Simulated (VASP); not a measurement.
Wanted: the native input for a VASP 6.6.1 run.

```yaml
Task: single point
Functional: PBE
Potentials_or_basis: VASP PAW PBE potentials, release 64 (Te, Hg)
Cutoff: 520 eV
k_mesh: 6 × 6 × 6
Occupations: methfessel-paxton, width 0.05 eV
Spin: no spin polarisation
Dipole_correction: no
Further_INCAR_settings: ALGO = Normal; EDIFF = 1e-07; NBANDS = 16
```

The structure of HgTe lies in POSCAR:

```
HgTe
1.0
    0.0000000000      2.9215000000      2.9215000000
    2.9215000000      0.0000000000      2.9215000000
    2.9215000000      2.9215000000      0.0000000000
Te Hg
1 1
Direct
    0.5000000000      0.5000000000      0.5000000000
    0.0000000000      0.0000000000      0.0000000000
```

One way to write it, as run:

INCAR

```
SYSTEM = HgTe
PREC     = Accurate       ! precision mode
ENCUT    = 520            ! plane-wave cutoff, eV
EDIFF    = 1E-7           ! SCF threshold, eV
ISMEAR   = 1              ! smearing method
SIGMA    = 0.05           ! smearing width, eV
LREAL    = .FALSE.        ! projectors in reciprocal space
LASPH    = .TRUE.         ! aspherical terms in the spheres
NELM     = 100            ! most SCF steps
ALGO     = Normal         ! electronic algorithm
ISIF     = 2              ! what is computed and relaxed
LWAVE    = .FALSE.        ! write WAVECAR
LCHARG   = .FALSE.        ! write CHGCAR
GGA      = PE             ! functional
NBANDS   = 16             ! bands
```

KPOINTS

```
regular mesh
0
G
  6 6 6
  0 0 0
```

Potentials or basis: VASP PAW PBE potentials, release 64 (Te, Hg).

Run with:

```sh
$ cat potpaw_PBE.64/Te/POTCAR potpaw_PBE.64/Hg/POTCAR > POTCAR
$ mpirun -np 1 vasp_std > vasp.out
```

It gave:

```json
{
  "Pressure": "10.6 GPa",
  "Band gap on the k mesh": "zero (band 9 reaches 6.37 eV, above the bottom of band 10 at 3.13 eV)"
}
```

Caveat: spin-orbit coupling is left out, which moves the levels of the heavy elements.

Wall time 11 s on 1 thread of Intel(R) Xeon(R) Platinum 8488C (Sapphire Rapids), on a shared host, peak memory 0.18 GiB.
